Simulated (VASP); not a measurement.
Here is a VASP 6.6.1 calculation.

Contents of INCAR:

```
ALGO = Normal
EDIFF = 1E-7
EDIFFG = -0.005
ENCUT = 600
GGA = PE
IBRION = 2
ISIF = 3
ISMEAR = -1
LASPH = True
LCHARG = False
LREAL = False
LWAVE = False
NELM = 100
NSW = 32
PREC = Accurate
PSTRESS = 52.0
SIGMA = 0.05
```

Contents of KPOINTS:

```
k-points
0
Gamma
  13 13 13
```

POSCAR

```
CdSe
1.0
    0.0000000000      2.8000811730      2.8000811730
    2.8000811730      0.0000000000      2.8000811730
    2.8000811730      2.8000811730      0.0000000000
Cd Se
1 1
Direct
    0.0000000000      0.0000000000      0.0000000000
    0.5000000000      0.5000000000      0.5000000000
```

Potentials or basis: VASP PAW PBE potentials, release 64 (Cd, Se).

The run is started by

```console
$ cat potpaw_PBE.64/Cd/POTCAR potpaw_PBE.64/Se/POTCAR > POTCAR
$ mpirun -np 1 vasp_std > vasp.out
```

(1) What does it give for the relaxed cell?

(2) Predict the band gap on the k mesh.

(3) What does it give for the relaxed volume?

(4) What does it give for the space group after relaxing (to 0.05 Å)?

Results:

(1) a = 3.966 Å, b = 3.966 Å, c = 3.966 Å, α = 60.00°, β = 60.00°, γ = 60.00°.

(2) zero (band 9 reaches 2.94 eV, above the bottom of band 10 at 2.55 eV).

(3) 22.06 Å³/atom.

(4) Fm-3m (No. 225).

Caveat: the cell is relaxed towards a set pressure, so the enthalpy falls and the energy may rise.
